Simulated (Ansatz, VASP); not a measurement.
One calculation of PbSe, two programs

```xyz
2
Lattice="0.0000 3.4240 3.4240 3.4240 0.0000 3.4240 3.4240 3.4240 0.0000" Properties=species:S:1:pos:R:3 pbc="T T T"
Pb    0.0000    0.0000    0.0000
Se    5.1360    5.1360    5.1360
```

Alike in both runs: task relaxation of cell and atoms; functional r2SCAN; k mesh 8 × 8 × 8; occupations gaussian, width 0.02 eV; no spin polarisation.

```csv
,VASP,Ansatz
version,VASP 6.6.1,Ansatz 0.2.0
potentials or method,"VASP PAW PBE potentials, release 64 (Pb_d, Se), cutoff 600 eV","scalar-relativistic, plane waves, PAW"
valence electrons in the cell,20,30
```

|  | VASP | Ansatz | Ansatz less VASP |
| --- | --- | --- | --- |
| gap on the k mesh at the Fermi level, each at its own relaxed structure (eV) | 0.79 | 0.79 | +0.001 |
| relaxed volume (Å³/atom) | 40.14 | 40.14 | 0.000 |
| relaxed cell length with the largest relative difference (Å) | 4.842 | 4.842 | 0.0000 |

VASP's potentials were made for PBE, not for r2SCAN. VASP's potentials hold 20 valence electrons a cell and Ansatz's 30, so a difference there can come from the potentials and not from the codes.

Neither program's run includes spin-orbit coupling. Noted on VASP's run: the relaxation stopped at its first step, so nothing moved.
